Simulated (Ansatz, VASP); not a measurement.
**Two plane-wave programs on NiCl**

```xyz
4
Lattice="3.7485 0.0000 0.0000 -1.8742 3.2463 0.0000 0.0000 0.0000 9.0134" Properties=species:S:1:pos:R:3 pbc="T T T"
Ni    0.0000    2.1642    2.2534
Ni    1.8742    1.0821    6.7601
Cl    0.0000    2.1642    6.7601
Cl    1.8742    1.0821    2.2534
```

Alike in both runs: functional PBE; k mesh 6 × 6 × 2; occupations gaussian, width 0.1 eV; collinear spin.

Ansatz relaxed the structure, and its values are those at the end. VASP's run is a single point on that final structure, the one shown.

```csv
,VASP,Ansatz
version,VASP 6.6.1,Ansatz 0.2.0
potentials or method,"VASP PAW PBE potentials, release 64 (Ni, Cl), cutoff 520 eV","scalar-relativistic, plane waves, PAW"
valence electrons in the cell,34,50
```

|  | VASP | Ansatz | Ansatz less VASP |
| --- | --- | --- | --- |
| gap on the k mesh at the Fermi level (eV) | none | none | - |
| pressure (GPa) | 0.0 | -0.2 | -0.16 |
| net moment per atom (μB) | 0.27 | 0.27 | 0.000 |
| size of the moment on the site where the two differ most (μB) | 0.50 | 0.48 | -0.014 |

Site moments also hang on the region over which each program counts them. A gap of «none» marks a metal or a gap that the smearing closes. With one functional, cell and mesh, what is left measures potentials, basis and numerics. VASP's potentials hold 34 valence electrons a cell and Ansatz's 50, so a difference there can come from the potentials and not from the codes.
